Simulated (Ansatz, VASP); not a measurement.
One calculation of TePb, two programs

```xyz
2
Lattice="0.0000 3.2310 3.2310 3.2310 0.0000 3.2310 3.2310 3.2310 0.0000" Properties=species:S:1:pos:R:3 pbc="T T T"
Pb    0.0000    0.0000    0.0000
Te    3.2310    3.2310    3.2310
```

Alike in both runs: functional BLYP; k mesh 7 × 7 × 7; occupations fermi-dirac, width 0.05 eV; no spin polarisation.

|  | VASP | Ansatz |
| --- | --- | --- |
| version | VASP 6.6.1 | Ansatz 0.2.0 |
| potentials or method | VASP PAW PBE potentials, release 64 (Pb_d, Te), cutoff 520 eV | all-electron LAPW, scalar-relativistic |
| task | single point | band structure |

|  | VASP | Ansatz | Ansatz less VASP |
| --- | --- | --- | --- |
| pressure (GPa) | 5.5 | 5.3 | -0.13 |

VASP's potentials were made for PBE, not for BLYP. Ansatz ran all-electron here, and VASP with PAW potentials.

Spin-orbit coupling is off throughout.
